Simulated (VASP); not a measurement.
Wanted: the native input for a VASP 6.6.1 run.

- Task: single point
- Functional: PBE
- Potentials or basis: VASP PAW PBE potentials, release 64 (Li_sv)
- Cutoff: 520 eV
- k mesh: 14 × 14 × 14
- Occupations: fermi-dirac, width 0.05 eV
- Spin: no spin polarisation
- Dipole correction: no
- k mesh for the DOS: 21 × 21 × 21
- Occupations for the DOS: tetrahedron
- Further INCAR settings: ALGO = Normal; EDIFF = 1e-06; NBANDS = 8

Li:

```xyz
1
Lattice="2.7296 0.0000 0.0000 0.0000 2.7296 0.0000 0.0000 0.0000 2.7296" Properties=species:S:1:pos:R:3 pbc="T T T"
Li    0.0000    0.0000    0.0000
```

This isn't the form of Li at room conditions, which is bcc.

One way to write it, as run:

POSCAR

```
Li
1.0
    2.7295825794      0.0000000000      0.0000000000
    0.0000000000      2.7295825794      0.0000000000
    0.0000000000      0.0000000000      2.7295825794
Li
1
Direct
    0.0000000000      0.0000000000      0.0000000000
```

INCAR.step1

```
SYSTEM = Li
PREC = Accurate ; ENCUT = 520
EDIFF = 1E-6 ; ISMEAR = -1
SIGMA = 0.05 ; LREAL = .False.
LASPH = .True. ; NELM = 60
ALGO = Normal ; ISIF = 2
LWAVE = .False. ; LCHARG = .True.
GGA = PE ; NBANDS = 8
```

KPOINTS.step1

```
Automatic mesh
0
Gamma
  14 14 14
  0 0 0
```

INCAR.step2

```
SYSTEM = Li
PREC = Accurate ; ENCUT = 520
EDIFF = 1E-6 ; ISMEAR = -5
SIGMA = 0.05 ; LREAL = .False.
LASPH = .True. ; NELM = 60
ALGO = Normal ; ISIF = 2
LWAVE = .False. ; LCHARG = .False.
GGA = PE ; LORBIT = 11
NBANDS = 8 ; NEDOS = 2001
ICHARG = 11
```

KPOINTS.step2

```
Automatic mesh
0
Gamma
  21 21 21
  0 0 0
```

Potentials or basis: VASP PAW PBE potentials, release 64 (Li_sv).

The run is started by

```bash
$ cat potpaw_PBE.64/Li_sv/POTCAR > POTCAR
$ cp INCAR.step1 INCAR
$ cp KPOINTS.step1 KPOINTS
$ mpirun -np 1 vasp_std > vasp.out
$ cp INCAR.step2 INCAR
$ cp KPOINTS.step2 KPOINTS
$ mpirun -np 1 vasp_std > vasp.out
```

Results of the run:

- Valence electrons inside the program's atomic spheres: Li 2.08

It took 43 s on 1 thread of Intel Xeon 8259CL, with other jobs on the host, peak memory 0.14 GiB.
